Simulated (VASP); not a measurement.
# Cu in VASP: notebook

Cu is run at these levels: r2SCAN, PBE; tasks: single point, relaxation of cell and atoms.

Everything below comes from runs of VASP 6.6.1. Logs are shortened: lines on timing, memory, paths and dates and some standing lists are left out, and cuts for length are marked.

**1. The cell of the first run**

The typed cell holds 1 atom: a = 2.567 Å, b = 2.567 Å, c = 2.567 Å, α = 59.99°, β = 59.99°, γ = 59.99°.

**2. Single point, r2SCAN**

File POSCAR:

```
Cu
1.0
    1.2832415992      0.7408798827      2.0961379869
   -1.2832415992      0.7408798827      2.0961379869
    0.0000000000     -1.4817597654      2.0961379869
Cu
1
Direct
    0.5000000000      0.5000000000      0.5000000000
```

File INCAR.step1:

```
  PREC = Accurate
  ENCUT = 520
  ISMEAR = 0
  SIGMA = 0.1
  LREAL = F
  LASPH = T
  NELM = 100
  NBANDS = 12
  GGA = PE
  ALGO = Normal
  EDIFF = 1E-4
  LWAVE = T
  LCHARG = F
```

File INCAR.step2:

```
  PREC = Accurate
  ENCUT = 520
  EDIFF = 1E-6
  ISMEAR = 0
  SIGMA = 0.1
  LREAL = F
  LASPH = T
  NELM = 100
  ALGO = Normal
  ISIF = 2
  LWAVE = F
  LCHARG = T
  METAGGA = R2SCAN
  LMIXTAU = T
  LELF = T
  LVHAR = T
  NBANDS = 12
  ISTART = 1
```

File KPOINTS:

```
regular mesh
0
Gamma
  24 24 24
```

Potentials or basis: VASP PAW PBE potentials, release 64 (Cu).

Run with:

```console
cat potpaw_PBE.64/Cu/POTCAR > POTCAR
cp INCAR.step1 INCAR
mpirun -np 1 vasp_std > vasp.out
cp INCAR.step2 INCAR
mpirun -np 1 vasp_std > vasp.out
```

OUTCAR:

```text
PREC = Accurate
   ENCUT = 520
   EDIFF = 1E-6
   ISMEAR = 0
   LREAL = F
   LASPH = T
   NELM = 100
   ISIF = 2
   METAGGA = R2SCAN
   ISTART = 1

 ion  position               nearest neighbor table
   1  0.500  0.500  0.500-

  LATTYP: Found a trigonal (rhomboedric) cell.
 ALAT       =     2.5669839233
 COS(alpha) =     0.5001950445

  Lattice vectors:

 A1 = (   1.2832415992,   0.7408798827,   2.0961379869)
 A2 = (  -1.2832415992,   0.7408798827,   2.0961379869)
 A3 = (   0.0000000000,  -1.4817597654,   2.0961379869)

Analysis of symmetry for initial positions (statically):
=====================================================================
 Subroutine PRICEL returns:
 Original cell was already a primitive cell.

 Routine SETGRP: Setting up the symmetry group for a
 trigonal (rhombohedral) supercell.

 Subroutine GETGRP returns: Found 12 space group operations
 (whereof 12 operations were pure point group operations)
 out of a pool of 12 trial point group operations.

The static configuration has the point symmetry D_3d.

Analysis of symmetry for dynamics (positions and initial velocities):
=====================================================================
 Subroutine PRICEL returns:
 Original cell was already a primitive cell.

 Routine SETGRP: Setting up the symmetry group for a
 trigonal (rhombohedral) supercell.

 Subroutine GETGRP returns: Found 12 space group operations
 (whereof 12 operations were pure point group operations)
 out of a pool of 12 trial point group operations.

The dynamic configuration has the point symmetry D_3d.

 Subroutine INISYM returns: Found 12 space group operations
 (whereof 12 operations are pure point group operations),
 and found     1 'primitive' translations

----------------------------------------------------------------------------------------

                                     Primitive cell

  volume of cell :      11.9571

  direct lattice vectors                    reciprocal lattice vectors
     1.283241599  0.740879883  2.096137987     0.389638241  0.224957744  0.159022610
    -1.283241599  0.740879883  2.096137987    -0.389638241  0.224957744  0.159022610
     0.000000000 -1.481759765  2.096137987     0.000000000 -0.449915487  0.159022610

  length of vectors
     2.566983923  2.566983923  2.566983923     0.477191928  0.477191928  0.477191928

  position of ions in fractional coordinates (direct lattice)
     0.500000000  0.500000000  0.500000000

  ion indices of the primitive-cell ions
   primitive index   ion index
                 1           1

----------------------------------------------------------------------------------------

 KPOINTS: regular mesh

Automatic generation of k-mesh.
 Grid dimensions read from file:
 generate k-points for:   24   24   24

 Generating k-lattice:

  Cartesian coordinates                     Fractional coordinates (reciprocal lattice)
     0.016234927  0.009373239  0.006625942     0.041666667  0.000000000  0.000000000
    -0.016234927  0.009373239  0.006625942     0.000000000  0.041666667  0.000000000
     0.000000000 -0.018746479  0.006625942     0.000000000  0.000000000  0.041666667

  Length of vectors
     0.019882997  0.019882997  0.019882997

  Shift w.r.t. Gamma in fractional coordinates (k-lattice)
     0.000000000  0.000000000  0.000000000

 Subroutine IBZKPT returns following result:
 ===========================================

 Found   1313 irreducible k-points:

 Following reciprocal coordinates:
            Coordinates               Weight
  0.000000  0.000000  0.000000      1.000000
  0.041667  0.000000 -0.000000      6.000000
  0.083333  0.000000 -0.000000      6.000000
  0.125000 -0.000000  0.000000      6.000000
  0.166667 -0.000000  0.000000      6.000000
  0.208333  0.000000  0.000000      6.000000
[... 16 lines left out ...]
  0.416667  0.041667  0.000000     12.000000
  0.458333  0.041667  0.000000     12.000000
 [... further k-points ...]
   k-points           NKPTS =   1313   k-points in BZ     NKDIM =   1313   number of bands    NBANDS=     12
   number of dos      NEDOS =    301   number of ions     NIONS =      1
   total plane-waves  NPLWV =   8000
   dimension x,y,z NGX =    20 NGY =   20 NGZ =   20
   dimension x,y,z NGXF=    40 NGYF=   40 NGZF=   40
   ions per type =               1
   NGX,Y,Z   is equivalent  to a cutoff of  12.95, 12.95, 12.95 a.u.
   NGXF,Y,Z  is equivalent  to a cutoff of  25.91, 25.91, 25.91 a.u.
 SYSTEM =  unknown system
   PREC   = accura    normal or accurate (medium, high low for compatibility)
   ISTART =      1    job   : 0-new  1-cont  2-samecut
   ICHARG =      0    charge: 1-file 2-atom 10-const
   ISPIN  =      1    spin polarized calculation?
   LNONCOLLINEAR =      F non collinear calculations
   LSORBIT =      F    spin-orbit coupling
   LASPH  =      T    aspherical Exc in radial PAW
   ENCUT  =  520.0 eV  38.22 Ry    6.18 a.u.   4.77  4.77  4.77*2*pi/ulx,y,z
   NELM   =    100;   NELMIN=  2; NELMDL=  0     # of ELM steps
   EDIFF  = 0.1E-05   stopping-criterion for ELM
   LREAL  =      F    real-space projection
   EDIFFG = 0.1E-04   stopping-criterion for IOM
   NSW    =      0    number of steps for IOM
   IBRION =     -1    ionic relax: 0-MD 1-quasi-New 2-CG
   NFREE  =      0    steps in history (QN), initial steepest desc. (CG)
   ISIF   =      2    stress and relaxation
   ISYM   =      2    0-nonsym 1-usesym 2-fastsym
   POTIM  = 0.5000    time-step for ionic-motion
   TEBEG  =    0.0;   TEEND  =   0.0 temperature during run
   PSTRESS=    0.0 pullay stress
   NELECT =      11.0000    total number of electrons
   NUPDOWN=      -1.0000    fix difference up-down
   EMIN   =  10.00;   EMAX   =-10.00  energy-range for DOS
   EFERMI =   0.00;   METHOD = LEGACY
   ISMEAR =     0;   SIGMA  =   0.10  broadening in eV -4-tet -1-fermi 0-gaus
   EFERMI_NEDOS =   21; number of points for ismear=-14 and -15
   IALGO  =     38    algorithm
   IMIX   =      4    mixing-type and parameters
     AMIX     =   0.40;   BMIX     =  1.00
     AMIX_MAG =   1.60;   BMIX_MAG =  1.00
  volume/ion in A,a.u.               =      11.96        80.69
  Fermi-wavevector in a.u.,A,eV,Ry     =   1.592196  3.008815 34.491980  2.535089
  Thomas-Fermi vector in A             =   2.690619
   LORBIT       =      0    0 simple, 1 ext, 2 COOP (PROOUT), +10 PAW based schemes
   METAGGA = R2SCAN    functional components
   LHFCALC =     F    Hartree Fock is set to
   AEXX    =    0.0000 exact exchange contribution
   IVDW    =     0    specifies the selected vdW correction
   LEPSILON=     F    determine dielectric tensor
   LRPA    =     F    only Hartree local field effects (RPA)
 non-spin polarized calculation
 Gauss-broadening in eV      SIGMA  =   0.10
  energy-cutoff  :      520.00
  volume of cell :       11.96
 maximum number of plane-waves:       332
   NGX =  9   NGY =  9   NGZ =  9

 number of electron      10.9999997 magnetization

 Free energy of the ion-electron system (eV)
  ---------------------------------------------------
  ext. energy  EPLUGINS =         0.00000000
  ---------------------------------------------------
  free energy    TOTEN  =       -10.81982725 eV

  energy without entropy =      -10.81876822  energy(sigma->0) =      -10.81929774

 E-fermi :   7.2595     XC(G=0): -13.6605

 val. band max:        7.2467539491   @ k =  -0.1250  -0.4583   0.0417
 cond. band min:       7.2980552460   @ k =   0.5000   0.4167   0.2500
 fundamental gap:      0.0513012969
 Fermi energy:         7.2595451454

 k-point     1 :       0.0000    0.0000    0.0000
  band No.  band energies     occupation
      1      -2.3227      2.00000
      2       4.1511      2.00000
      3       4.1527      2.00000
      4       4.1527      2.00000
      5       4.9508      2.00000
      6       4.9508      2.00000
      7      30.5256      0.00000
      8      33.4501      0.00000
      9      33.4646      0.00000
     10      33.4646      0.00000
     11      35.8297      0.00000
     12      35.8388      0.00000

 k-point     2 :       0.0417    0.0000   -0.0000
  band No.  band energies     occupation
      1      -2.2574      2.00000
      2       4.1387      2.00000
      3       4.1635      2.00000
      4       4.1650      2.00000
      5       4.9458      2.00000
      6       4.9458      2.00000
      7      30.2040      0.00000
      8      32.3889      0.00000
      9      33.2027      0.00000
     10      33.2150      0.00000
     11      36.1706      0.00000
     12      36.1822      0.00000

 k-point     3 :       0.0833    0.0000   -0.0000
  band No.  band energies     occupation
      1      -2.0628      2.00000
      2       4.0993      2.00000
      3       4.1974      2.00000
      4       4.1989      2.00000
      5       4.9336      2.00000
      6       4.9336      2.00000
      7      28.7962      0.00000
      8      31.5288      0.00000
      9      32.6917      0.00000
     10      32.7032      0.00000
     11      36.9500      0.00000
     12      36.9623      0.00000
[... 286 lines left out ...]
 k-point    23 :       0.4167    0.0417    0.0000
  band No.  band energies     occupation
      1       1.8806      2.00000
      2       4.1263      2.00000
      3       4.1742      2.00000
      4       4.7793      2.00000
      5       5.4654      2.00000
      6       5.6404      2.00000
      7      13.3605      0.00000
      8      28.8755      0.00000
      9      29.1552      0.00000
     10      30.4029      0.00000
     11      33.8834      0.00000
     12      34.8040      0.00000

 k-point    24 :       0.4583    0.0417    0.0000
  band No.  band energies     occupation
      1       2.0539      2.00000
      2       4.0972      2.00000
      3       4.1436      2.00000
      4       5.1367      2.00000
      5       5.5157      2.00000
      6       6.0877      2.00000
      7      12.0109      0.00000
      8      28.6900      0.00000
      9      29.3128      0.00000
     10      29.9581      0.00000
     11      33.8606      0.00000
     12      34.2293      0.00000

 [... further k-points ...]
[... 5 lines left out ...]
  --------------------------------------------------------------------------------------
  -------------------------------------------------------------------------------------
  Total       -0.4348053     -0.4348053     -0.4396368      0.0000000     -0.0000000     -0.0000000
  in kB      -58.2610135    -58.2610134    -58.9084018      0.0000000     -0.0000000     -0.0000000
  external PRESSURE =     -58.4768095 kB  Pullay stress =       0.0000000 kB

 VOLUME and BASIS-vectors are now :
 -----------------------------------------------------------------------------
  energy-cutoff  :      520.00
  volume of cell :       11.96
      direct lattice vectors                 reciprocal lattice vectors
     1.283241599  0.740879883  2.096137987     0.389638241  0.224957744  0.159022610
    -1.283241599  0.740879883  2.096137987    -0.389638241  0.224957744  0.159022610
     0.000000000 -1.481759765  2.096137987     0.000000000 -0.449915487  0.159022610

 POSITION                                       TOTAL-FORCE (eV/Angst)
 -----------------------------------------------------------------------------------
      0.00000      0.00000      3.14421         0.000000     -0.000000     -0.000000
 -----------------------------------------------------------------------------------
    total drift:                               -0.000000     -0.000000      0.000000

  FREE ENERGIE OF THE ION-ELECTRON SYSTEM (eV)
  ---------------------------------------------------
  free  energy   TOTEN  =       -10.8198272505 eV

  energy  without entropy=      -10.8187682248  energy(sigma->0) =      -10.81929774
```

Wall time 21 min (1 thread of Intel Xeon 8259CL, shared host); peak memory 0.29 GiB.

What came out:

```
Free energy            : -10.8198 eV
Pressure               : -5.8 GPa
Band gap on the k mesh : zero (an odd number of electrons rules out a gap without spin polarisation)
```

Levels at points of the mesh, in eV from the Fermi level:
| k point | band 3 | band 4 | band 5 | band 6 | band 7 | band 8 | band 9 | band 10 |
| --- | --- | --- | --- | --- | --- | --- | --- | --- |
| (0.00, 0.00, 0.00) | -3.11 | -3.11 | -2.31 | -2.31 | 23.27 | 26.19 | 26.21 | 26.21 |
| (0.50, 0.00, 0.00) | -3.15 | -1.73 | -1.73 | -1.02 | 3.90 | 21.78 | 22.92 | 22.93 |
| (0.50, 0.50, 0.00) | -1.76 | -1.58 | -1.58 | 1.58 | 7.34 | 13.65 | 13.65 | 17.97 |
| (0.50, 0.50, 0.50) | -3.15 | -1.73 | -1.73 | -1.02 | 3.89 | 21.79 | 22.93 | 22.93 |

Caveat: the cell stands under tension; the PAW data sets were made with another functional, which shifts forces and pressure a little.

**3. Relaxation of cell and atoms, PBE**

This run uses another cell than the first one, of 12.00 Å³/atom.

File INCAR:

```
SYSTEM = Cu
  PREC = Accurate
  ENCUT = 600
  EDIFF = 1E-6
  ISMEAR = 0
  SIGMA = 0.1
  LREAL = .False.
  LASPH = .True.
  NELM = 60
  ALGO = Fast
  ISIF = 3
  LWAVE = .False.
  LCHARG = .False.
  GGA = PE
  IBRION = 2
  NSW = 100
  EDIFFG = -0.01
```

File KPOINTS:

```
Automatic mesh
0
Gamma
  24 24 24
  0 0 0
```

File POSCAR:

```
Cu
1.0
    1.3037163091      0.7527009620      2.0387850286
   -1.3037163091      0.7527009620      2.0387850286
    0.0000000000     -1.5054019240      2.0387850286
Cu
1
Direct
    0.5000000000      0.5000000000      0.5000000000
```

Potentials or basis: VASP PAW PBE potentials, release 64 (Cu).

Run with:

```console
cat potpaw_PBE.64/Cu/POTCAR > POTCAR
mpirun -np 1 vasp_std > vasp.out
```

It took 42 min on 1 thread of Intel Xeon 8259CL, shared host; peak memory 0.37 GiB.

It converged, with:

* Free energy: -3.7297 eV
* Relaxed volume: 12.01 Å³/atom
* Relaxed cell: a = 2.571 Å, b = 2.571 Å, c = 2.571 Å, α = 59.95°, β = 59.95°, γ = 59.95°
* Space group after relaxing (to 0.1 Å): Fm-3m (No. 225)
* Energy gained by relaxing: 7.9 meV/atom
* Ionic steps: 15
* Pressure after relaxing: 0.0 GPa
* Band gap on the k mesh: zero (an odd number of electrons rules out a gap without spin polarisation)

Stress tensor (GPa, compression positive):
```
 0.06  0.00  0.00
 0.00  0.06  0.00
 0.00  0.00 -0.11
```

Step by step:
| step | energy change (eV) | largest force (eV/Å) | pressure (GPa) | volume (Å³) |
| --- | --- | --- | --- | --- |
| 1 | 0.0000 | 0.0000 | 0.68 | 12.00 |
| 2 | -0.0063 | 0.0000 | 0.18 | 12.09 |
| 3 | -0.0072 | 0.0000 | -0.89 | 12.15 |
| 4 | -0.0073 | 0.0000 | -0.68 | 12.14 |
| 5 | -0.0073 | 0.0000 | -1.82 | 12.14 |
| 6 | -0.0072 | 0.0000 | 0.90 | 11.90 |
| 7 | -0.0079 | 0.0000 | -0.77 | 12.03 |
| 8 | -0.0079 | 0.0000 | 0.17 | 11.99 |
| 9 | -0.0079 | 0.0000 | -1.02 | 12.01 |
| 10 | -0.0079 | 0.0000 | 0.08 | 12.00 |
| 11 | -0.0079 | 0.0000 | 0.05 | 12.01 |
| 12 | -0.0079 | 0.0000 | -0.99 | 12.01 |
| 13 | -0.0079 | 0.0000 | -0.31 | 12.01 |
| 14 | -0.0079 | 0.0000 | 1.63 | 11.98 |
| 15 | -0.0079 | 0.0000 | 0.00 | 12.01 |

Final structure:
```xyz
1
Lattice="1.2846 0.7417 2.1002 -1.2846 0.7417 2.1002 0.0000 -1.4834 2.1002" Properties=species:S:1:pos:R:3 pbc="T T T"
Cu    0.0000    0.0000    3.1503
```

Levels at points of the mesh, in eV from the Fermi level:
```
           k point  band 4  band 5  band 6  band 7  band 8  band 9
(0.00, 0.00, 0.00)   -2.99   -2.19   -2.19   22.45   24.93   24.98
(0.50, 0.00, 0.00)   -1.64   -1.63   -0.97    3.67   20.94   21.78
(0.50, 0.50, 0.00)   -1.50   -1.49    1.50    6.99   12.92   12.96
(0.50, 0.50, 0.50)   -1.64   -1.64   -0.98    3.65   20.96   21.83
```

The gap in the log of VASP goes by the Fermi energy; the results here count the filled bands.